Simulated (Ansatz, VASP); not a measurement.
Two plane-wave programs on AlNi2

File INCAR:

```
PREC     = Accurate       # precision mode
ENCUT    = 520            # plane-wave cutoff, eV
EDIFF    = 1E-6           # SCF threshold, eV
ISMEAR   = 0              # smearing method
SIGMA    = 0.15           # smearing width, eV
LREAL    = False          # projectors in reciprocal space
LASPH    = True           # aspherical terms in the spheres
NELM     = 80             # most SCF steps
ALGO     = Fast           # electronic algorithm
ISIF     = 2              # what is computed and relaxed
LWAVE    = False          # write WAVECAR
LCHARG   = False          # write CHGCAR
GGA      = PS             # functional
NBANDS   = 32             # bands
```

Contents of KPOINTS:

```
Automatic mesh
0
Gamma
  12 12 10
```

The input POSCAR:

```
AlNi2
1.0
    3.9748989536      0.0000000000      0.0000000000
   -1.9874494768      3.4423634713      0.0000000000
    0.0000000000      0.0000000000      4.9060444288
Al Ni
2 4
Direct
    0.3333333333      0.6666666667      0.1779901661
    0.6666666667      0.3333333333      0.8220098339
    0.3333333333      0.6666666667      0.6671542467
    0.6666666667      0.3333333333      0.3328457533
    0.0000000000      0.0000000000      0.5000000000
    0.0000000000      0.0000000000      0.0000000000
```

Input for Ansatz:

```yaml
crystal:
  lattice:
    - [3.9748989536, 0.0, 0.0]
    - [-1.9874494768, 3.4423634713, 0.0]
    - [0.0, 0.0, 4.9060444288]
  atoms:
    - { symbol: Al, position: [0.3333333333, 0.6666666667, 0.1779901661] }
    - { symbol: Al, position: [0.6666666667, 0.3333333333, 0.8220098339] }
    - { symbol: Ni, position: [0.3333333333, 0.6666666667, 0.6671542467] }
    - { symbol: Ni, position: [0.6666666667, 0.3333333333, 0.3328457533] }
    - { symbol: Ni, position: [0.0, 0.0, 0.5] }
    - { symbol: Ni, position: [0.0, 0.0, 0.0] }
basis:
  ecutwfc: 420
kpoints:
  mp_grid: { grid: [12, 12, 10] }
hamiltonian:
  xc: pbesol
scf:
  occupations: { method: gaussian, width: 0.15 }
output:
  forces: true
  stress: true
  eigenvalues: true
```

Change from the starting cell: mode 4 (128.2 1/cm) frozen in, largest displacement +0.100 Å.

Alike in both runs: task single point; functional PBEsol; k mesh 12 × 12 × 10; occupations gaussian, width 0.15 eV; no spin polarisation.

|  | VASP | Ansatz |
| --- | --- | --- |
| version | VASP 6.6.1 | Ansatz 0.2.0 |
| potentials or method | VASP PAW PBE potentials, release 64 (Al, Ni), cutoff 520 eV | scalar-relativistic, plane waves, PAW |
| valence electrons in the cell | 46 | 78 |

VASP gave:

| Item | Value |
| --- | --- |
| gap on the k mesh at the Fermi level (eV) | none |
| pressure (GPa) | 0.2 |
| traceless stress, the component that is largest in VASP (GPa) | -0.31 |
| rms of the force components (eV/Å) | 0.150 |

Problem. Estimate Ansatz's values.

Solution. gap on the k mesh at the Fermi level (eV): none; pressure (GPa): 0.1; traceless stress, the component that is largest in VASP (GPa): -0.33; rms of the force components (eV/Å): 0.151.

VASP's potentials were made for PBE, not for PBEsol. Atom by atom the forces differ by 0.003 eV/Å (rms over components). A gap of «none» marks a metal or a gap that the smearing closes. With one functional, cell and mesh, what is left measures potentials, basis and numerics. VASP's potentials hold 46 valence electrons a cell and Ansatz's 78, so a difference there can come from the potentials and not from the codes.
